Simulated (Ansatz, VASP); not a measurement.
One calculation of B5As4, two programs

```
B As
1.0
     3.40035    0.00000    0.00000
     0.00000    3.40035    0.00000
     0.00000    0.00000   24.61764
B As
5 4
Direct
  0.50000 0.50000 0.30466
  0.00000 0.00000 0.40233
  0.50000 0.50000 0.50000
  0.00000 0.00000 0.59767
  0.50000 0.50000 0.69534
  0.50000 0.00000 0.35349
  0.00000 0.50000 0.45116
  0.50000 0.00000 0.54884
  0.00000 0.50000 0.64651
```

Alike in both runs: task single point; functional PBE; k mesh 8 × 8 × 1; occupations gaussian, width 0.05 eV; collinear spin.

|  | VASP | Ansatz |
| --- | --- | --- |
| version | VASP 6.6.1 | Ansatz 0.2.0 |
| potentials or method | VASP PAW PBE potentials, release 64 (B, As), cutoff 520 eV | scalar-relativistic, plane waves, PAW |
| valence electrons in the cell | 35 | 75 |

VASP gave:

- gap on the k mesh at the Fermi level (eV): none
- rms of the force components (eV/Å): 0.541
- net moment per atom (μB): 0.28
- size of the moment on the site where the two differ most (μB): 0.05
- work function, face that differs most (eV): 5.08

Q: Which values does Ansatz return?

A: gap on the k mesh at the Fermi level (eV): none; rms of the force components (eV/Å): 0.545; net moment per atom (μB): 0.28; size of the moment on the site where the two differ most (μB): 0.03; work function, face that differs most (eV): 5.09.

Site moments also hang on the region over which each program counts them. A gap of «none» marks a metal or a gap that the smearing closes. With one functional, cell and mesh, what is left measures potentials, basis and numerics. VASP's potentials hold 35 valence electrons a cell and Ansatz's 75, so a difference there can come from the potentials and not from the codes. Ansatz's warnings: xc potential rough in thin density.
